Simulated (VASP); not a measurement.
# TiSi2 (Fddd) in VASP: notebook

The runs below take TiSi2 through single point, with PBEsol.

Everything below comes from runs of VASP 6.6.1. Logs are shortened: lines on timing, memory, paths and dates and some standing lists are left out, and cuts for length are marked.

## Step 1: The cell of the first run

It takes space group Fddd (No. 70, orthorhombic). The conventional cell has a = 4.811 Å, b = 8.290 Å, c = 8.582 Å, α = 90.00°, β = 90.00°, γ = 90.00°. Within 3.4 Å of Ti (site symmetry 222) lie 10 Si at 2.56 to 2.80 Å and 4 Ti at 3.22 Å. Si (site symmetry 2) has 9 Si at 2.54 to 3.22 Å and 5 Ti at 2.56 to 2.80 Å within 3.3 Å.

## Step 2: Single point, PBEsol (volume scaled by 1.02)

File INCAR:

```
  PREC = Accurate
  ENCUT = 520
  EDIFF = 1E-6
  ISMEAR = -1
  SIGMA = 0.05
  LREAL = F
  LASPH = T
  NELM = 100
  ALGO = Normal
  ISIF = 2
  LWAVE = F
  LCHARG = F
  GGA = PS
  NBANDS = 29
```

File KPOINTS:

```
regular mesh
0
Gamma
  7 7 7
```

File POSCAR:

```
TiSi2
1.0
    0.0000000000      4.1447854209      4.2911297696
    2.4053369975      0.0000000000      4.2911297696
    2.4053369975      4.1447854209      0.0000000000
Ti Si
2 4
Direct
    0.7500000000      0.7500000000      0.7500000000
    0.5000000000      0.5000000000      0.5000000000
    0.4125656100      0.0874343900      0.4125656100
    0.0874343900      0.4125656100      0.0874343900
    0.1625656100      0.8374343900      0.1625656100
    0.8374343900      0.1625656100      0.8374343900
```

Potentials or basis: VASP PAW PBE potentials, release 64 (Ti_sv, Si).

Started as:

```console
> cat potpaw_PBE.64/Ti_sv/POTCAR potpaw_PBE.64/Si/POTCAR > POTCAR
> mpirun -np 1 vasp_std > vasp.out
```

OUTCAR:

```text
PREC = Accurate
   ENCUT = 520
   EDIFF = 1E-6
   ISMEAR = -1
   LREAL = F
   LASPH = T
   NELM = 100
   ISIF = 2
   GGA = PS

 ion  position               nearest neighbor table
   1  0.750  0.750  0.750-   6 2.56   5 2.56   6 2.56   5 2.56   3 2.76   3 2.76   4 2.76   4 2.76
                             3 2.80   4 2.80
   2  0.500  0.500  0.500-   4 2.56   3 2.56   4 2.56   3 2.56   5 2.76   5 2.76   6 2.76   6 2.76
                             5 2.80   6 2.80
   3  0.413  0.087  0.413-   6 2.54   6 2.54   2 2.56   2 2.56   4 2.70   1 2.76   1 2.76   1 2.80
                             4 2.81   4 2.81
   4  0.087  0.413  0.087-   5 2.54   5 2.54   2 2.56   2 2.56   3 2.70   1 2.76   1 2.76   1 2.80
                             3 2.81   3 2.81
   5  0.163  0.837  0.163-   4 2.54   4 2.54   1 2.56   1 2.56   6 2.70   2 2.76   2 2.76   2 2.80
                             6 2.81   6 2.81
   6  0.837  0.163  0.837-   3 2.54   3 2.54   1 2.56   1 2.56   5 2.70   2 2.76   2 2.76   2 2.80
                             5 2.81   5 2.81

  LATTYP: Found a face centered orthorhombic cell.
 ALAT       =     4.8106739950
 B/A-ratio  =     1.7231620456
 C/A-ratio  =     1.7840035613

  Lattice vectors:

 A1 = (   0.0000000000,   4.1447854209,   4.2911297696)
 A2 = (   2.4053369975,   0.0000000000,   4.2911297696)
 A3 = (   2.4053369975,   4.1447854209,   0.0000000000)

Analysis of symmetry for initial positions (statically):
=====================================================================
 Subroutine PRICEL returns:
 Original cell was already a primitive cell.

 Routine SETGRP: Setting up the symmetry group for a
 face centered orthorhombic supercell.

 Subroutine GETGRP returns: Found  8 space group operations
 (whereof  4 operations were pure point group operations)
 out of a pool of  8 trial point group operations.

The static configuration has the point symmetry D_2 .
 The point group associated with its full space group is D_2h.

Analysis of symmetry for dynamics (positions and initial velocities):
=====================================================================
 Subroutine PRICEL returns:
 Original cell was already a primitive cell.

 Routine SETGRP: Setting up the symmetry group for a
 face centered orthorhombic supercell.

 Subroutine GETGRP returns: Found  8 space group operations
 (whereof  4 operations were pure point group operations)
 out of a pool of  8 trial point group operations.

The dynamic configuration has the point symmetry D_2 .
 The point group associated with its full space group is D_2h.

 Subroutine INISYM returns: Found  8 space group operations
[... 104 lines left out ...]
   NELM   =    100;   NELMIN=  2; NELMDL= -5     # of ELM steps
   EDIFF  = 0.1E-05   stopping-criterion for ELM
   LREAL  =      F    real-space projection
   EDIFFG = 0.1E-04   stopping-criterion for IOM
   NSW    =      0    number of steps for IOM
   IBRION =     -1    ionic relax: 0-MD 1-quasi-New 2-CG
   NFREE  =      0    steps in history (QN), initial steepest desc. (CG)
   ISIF   =      2    stress and relaxation
   ISYM   =      2    0-nonsym 1-usesym 2-fastsym
   POTIM  = 0.5000    time-step for ionic-motion
   TEBEG  =    0.0;   TEEND  =   0.0 temperature during run
   PSTRESS=    0.0 pullay stress
   NELECT =      40.0000    total number of electrons
   NUPDOWN=      -1.0000    fix difference up-down
   EMIN   =  10.00;   EMAX   =-10.00  energy-range for DOS
   EFERMI =   0.00;   METHOD = LEGACY
   ISMEAR =    -1;   SIGMA  =   0.05  broadening in eV -4-tet -1-fermi 0-gaus
   EFERMI_NEDOS =   21; number of points for ismear=-14 and -15
   IALGO  =     38    algorithm
   IMIX   =      4    mixing-type and parameters
     AMIX     =   0.40;   BMIX     =  1.00
     AMIX_MAG =   1.60;   BMIX_MAG =  1.00
  volume/ion in A,a.u.               =      14.26        96.23
  Fermi-wavevector in a.u.,A,eV,Ry     =   1.270579  2.401046 21.964845  1.614371
  Thomas-Fermi vector in A             =   2.403559
   LORBIT       =      0    0 simple, 1 ext, 2 COOP (PROOUT), +10 PAW based schemes
   GGA     = PS    functional components
   LHFCALC =     F    Hartree Fock is set to
   AEXX    =    0.0000 exact exchange contribution
   IVDW    =     0    specifies the selected vdW correction
   LEPSILON=     F    determine dielectric tensor
   LRPA    =     F    only Hartree local field effects (RPA)
 non-spin polarized calculation
  energy-cutoff  :      520.00
  volume of cell :       85.56
 maximum number of plane-waves:      2315
 NGX is ok and might be reduce to    48
   NGX = 23   NGY = 19   NGZ = 17

 number of electron      39.9999998 magnetization

 Free energy of the ion-electron system (eV)
  ---------------------------------------------------
  ext. energy  EPLUGINS =         0.00000000
  ---------------------------------------------------
  free energy    TOTEN  =       -43.63554806 eV

  energy without entropy =      -43.61485001  energy(sigma->0) =      -43.62519904

 E-fermi :   9.8588     XC(G=0): -11.7348

 val. band max:        9.8565078205   @ k =  -0.1429   0.1429   0.1429
 cond. band min:       9.8704982923   @ k =  -0.2857   0.1429   0.0000
 fundamental gap:      0.0139904718
 Fermi energy:         9.8588154835

 k-point     1 :       0.0000    0.0000    0.0000
  band No.  band energies     occupation
      1     -46.2139      2.00000
      2     -46.1872      2.00000
      3     -22.6894      2.00000
      4     -22.6838      2.00000
      5     -22.5985      2.00000
      6     -22.5843      2.00000
[... 757 lines left out ...]
     28      13.7918      0.00000
     29      13.9482      0.00000

 [... further k-points ...]
[... 5 lines left out ...]
  --------------------------------------------------------------------------------------
  -------------------------------------------------------------------------------------
  Total       -2.2801286     -2.8110677     -2.2162155      0.0000000      0.0000000      0.0000000
  in kB      -42.6963048    -52.6383483    -41.4995075      0.0000000      0.0000000      0.0000000
  external PRESSURE =     -45.6113869 kB  Pullay stress =       0.0000000 kB

 VOLUME and BASIS-vectors are now :
 -----------------------------------------------------------------------------
  energy-cutoff  :      520.00
  volume of cell :       85.56
      direct lattice vectors                 reciprocal lattice vectors
     0.000000000  4.144785421  4.291129770    -0.207871080  0.120633507  0.116519431
     2.405336998  0.000000000  4.291129770     0.207871080 -0.120633507  0.116519431
     2.405336998  4.144785421  0.000000000     0.207871080  0.120633507 -0.116519431

 POSITION                                       TOTAL-FORCE (eV/Angst)
 -----------------------------------------------------------------------------------
      3.60801      6.21718      6.43669         0.000000      0.000000     -0.000000
      2.40534      4.14479      4.29113         0.000000      0.000000      0.000000
      1.20267      3.41999      2.14556        -0.000000      0.037395     -0.000000
      1.20267      0.72479      2.14556        -0.000000     -0.037395     -0.000000
      2.40534      1.34760      4.29113         0.000000      0.037395      0.000000
      2.40534      6.94197      4.29113         0.000000     -0.037395      0.000000
 -----------------------------------------------------------------------------------
    total drift:                               -0.000000     -0.000000     -0.000000

  FREE ENERGIE OF THE ION-ELECTRON SYSTEM (eV)
  ---------------------------------------------------
  free  energy   TOTEN  =       -43.6355480602 eV

  energy  without entropy=      -43.6148500123  energy(sigma->0) =      -43.62519904
```

stdout:

```text
POSCAR found type information on POSCAR TiSi
 POSCAR found :  2 types and       6 ions
 scaLAPACK will be used
 -----------------------------------------------------------------------------
|                                                                             |
|                                                                             |
|     You enforced a specific xc type in the INCAR file but a different       |
|     I HOPE YOU KNOW WHAT YOU ARE DOING!                                     |
|                                                                             |
 -----------------------------------------------------------------------------

 LDA part: xc-table for (Slater+PW92), standard interpolation
 POSCAR, INCAR and KPOINTS ok, starting setup
 FFT: planning ... GRIDC
 FFT: planning ... GRID_SOFT
 FFT: planning ... GRID
 WAVECAR not read
 entering main loop
```

It took 96 s on 1 thread of Intel Xeon Platinum 8559C (Emerald Rapids), shared host; peak memory 0.31 GiB.

What came out:

```
Free energy            : -43.6355 eV
Pressure               : -4.6 GPa
Largest force          : 0.037 eV/Å
Band gap on the k mesh : zero (band 20 reaches 10.55 eV, above the bottom of band 21 at 8.77 eV)
```

Forces on the atoms (eV/Å):
```
Ti   0.000  0.000  0.000
Ti   0.000  0.000  0.000
Si   0.000  0.037  0.000
Si   0.000 -0.037  0.000
Si   0.000  0.037  0.000
Si   0.000 -0.037  0.000
```

Stress tensor (GPa, compression positive):
```
-4.27  0.00  0.00
 0.00 -5.26  0.00
 0.00  0.00 -4.15
```

Caveat: the PAW data sets were made with another functional, which shifts forces and pressure a little.

## Step 3: Single point, PBEsol (volume scaled by 1.04)

File INCAR:

```
SYSTEM = TiSi2
  PREC = Accurate
  ENCUT = 520
  EDIFF = 1E-6
  ISMEAR = -1
  SIGMA = 0.05
  LREAL = .FALSE.
  LASPH = .TRUE.
  NELM = 60
  ALGO = Normal
  ISIF = 2
  LWAVE = .FALSE.
  LCHARG = .FALSE.
  GGA = PS
  NBANDS = 29
```

File KPOINTS:

```
Automatic mesh
0
G
  7 7 7
  0 0 0
```

POSCAR, as its differences from that of step 2:

```diff
@@ -2,5 +2,5 @@
 1.0
-    0.0000000000      4.1447854209      4.2911297696
-    2.4053369975      0.0000000000      4.2911297696
-    2.4053369975      4.1447854209      0.0000000000
+    0.0000000000      4.1717003661      4.3189950295
+    2.4209565065      0.0000000000      4.3189950295
+    2.4209565065      4.1717003661      0.0000000000
 Ti Si
```

Potentials or basis: VASP PAW PBE potentials, release 64 (Ti_sv, Si).

Started as:

```console
> cat potpaw_PBE.64/Ti_sv/POTCAR potpaw_PBE.64/Si/POTCAR > POTCAR
> mpirun -np 1 vasp_std > vasp.out
```

OUTCAR:

```text
SYSTEM = TiSi2
   PREC = Accurate
   ENCUT = 520
   EDIFF = 1E-6
   ISMEAR = -1
   LREAL = .FALSE.
   LASPH = .TRUE.
   NELM = 60
   ISIF = 2
   GGA = PS

 ion  position               nearest neighbor table
   1  0.750  0.750  0.750-   6 2.58   5 2.58   6 2.58   5 2.58   3 2.78   3 2.78   4 2.78   4 2.78
                             3 2.82   4 2.82
   2  0.500  0.500  0.500-   4 2.58   3 2.58   4 2.58   3 2.58   5 2.78   5 2.78   6 2.78   6 2.78
                             5 2.82   6 2.82
   3  0.413  0.087  0.413-   6 2.55   6 2.55   2 2.58   2 2.58   4 2.71   1 2.78   1 2.78   1 2.82
                             4 2.83   4 2.83
   4  0.087  0.413  0.087-   5 2.55   5 2.55   2 2.58   2 2.58   3 2.71   1 2.78   1 2.78   1 2.82
                             3 2.83   3 2.83
   5  0.163  0.837  0.163-   4 2.55   4 2.55   1 2.58   1 2.58   6 2.71   2 2.78   2 2.78   2 2.82
                             6 2.83   6 2.83
   6  0.837  0.163  0.837-   3 2.55   3 2.55   1 2.58   1 2.58   5 2.71   2 2.78   2 2.78   2 2.82
                             5 2.83   5 2.83

  LATTYP: Found a face centered orthorhombic cell.
 ALAT       =     4.8419130130
 B/A-ratio  =     1.7231620456
 C/A-ratio  =     1.7840035614

  Lattice vectors:

[... 186 lines left out ...]
  energy without entropy =      -43.55318235  energy(sigma->0) =      -43.56379142

 E-fermi :   9.6294     XC(G=0): -11.6490

 val. band max:        9.6261573562   @ k =  -0.1429   0.1429   0.1429
 cond. band min:       9.6404493572   @ k =  -0.1429   0.1429   0.2857
 fundamental gap:      0.0142920010
 Fermi energy:         9.6294282845

 k-point     1 :       0.0000    0.0000    0.0000
  band No.  band energies     occupation
      1     -46.5066      2.00000
      2     -46.4822      2.00000
      3     -22.9739      2.00000
      4     -22.9635      2.00000
      5     -22.8842      2.00000
      6     -22.8746      2.00000
[... 757 lines left out ...]
     28      13.4716      0.00000
     29      13.6231      0.00000

 [... further k-points ...]
[... 5 lines left out ...]
  --------------------------------------------------------------------------------------
  -------------------------------------------------------------------------------------
  Total       -3.6575291     -3.9855154     -3.8845133      0.0000000      0.0000000      0.0000000
  in kB      -67.1715815    -73.1951459    -71.3402119      0.0000000      0.0000000      0.0000000
  external PRESSURE =     -70.5689798 kB  Pullay stress =       0.0000000 kB

 VOLUME and BASIS-vectors are now :
 -----------------------------------------------------------------------------
  energy-cutoff  :      520.00
  volume of cell :       87.24
      direct lattice vectors                 reciprocal lattice vectors
     0.000000000  4.171700366  4.318995029    -0.206529939  0.119855204  0.115767672
     2.420956507  0.000000000  4.318995029     0.206529939 -0.119855204  0.115767672
     2.420956507  4.171700366  0.000000000     0.206529939  0.119855204 -0.115767672

 POSITION                                       TOTAL-FORCE (eV/Angst)
 -----------------------------------------------------------------------------------
      3.63143      6.25755      6.47849         0.000000     -0.000000     -0.000000
      2.42096      4.17170      4.31900         0.000000      0.000000      0.000000
      1.21048      3.44220      2.15950        -0.000000      0.026912      0.000000
      1.21048      0.72950      2.15950        -0.000000     -0.026912      0.000000
      2.42096      1.35635      4.31900         0.000000      0.026912     -0.000000
      2.42096      6.98705      4.31900         0.000000     -0.026912     -0.000000
 -----------------------------------------------------------------------------------
    total drift:                               -0.000000     -0.000000     -0.000000

  FREE ENERGIE OF THE ION-ELECTRON SYSTEM (eV)
  ---------------------------------------------------
  free  energy   TOTEN  =       -43.5744004867 eV

  energy  without entropy=      -43.5531823467  energy(sigma->0) =      -43.56379142
```

stdout:

```text
POSCAR found type information on POSCAR TiSi
 POSCAR found :  2 types and       6 ions
 scaLAPACK will be used
 -----------------------------------------------------------------------------
|                                                                             |
|                                                                             |
|     You enforced a specific xc type in the INCAR file but a different       |
|     I HOPE YOU KNOW WHAT YOU ARE DOING!                                     |
|                                                                             |
 -----------------------------------------------------------------------------

 LDA part: xc-table for (Slater+PW92), standard interpolation
 POSCAR, INCAR and KPOINTS ok, starting setup
 FFT: planning ... GRIDC
 FFT: planning ... GRID_SOFT
 FFT: planning ... GRID
 WAVECAR not read
 entering main loop
```

Run time: 91 s. Hardware: 1 thread of Intel Xeon Platinum 8559C (Emerald Rapids), shared host; peak memory 0.31 GiB.

What came out:

```
Free energy            : -43.5744 eV
Pressure               : -7.1 GPa
Largest force          : 0.027 eV/Å
Band gap on the k mesh : zero (band 20 reaches 10.31 eV, above the bottom of band 21 at 8.56 eV)
```

Forces in eV/Å, atoms in the order of the input:
```
Ti   0.000  0.000  0.000
Ti   0.000  0.000  0.000
Si   0.000  0.027  0.000
Si   0.000 -0.027  0.000
Si   0.000  0.027  0.000
Si   0.000 -0.027  0.000
```

Stress tensor (GPa, compression positive):
```
-6.72  0.00  0.00
 0.00 -7.32  0.00
 0.00  0.00 -7.13
```

Caveat: the PAW data sets were made with another functional, which shifts forces and pressure a little.
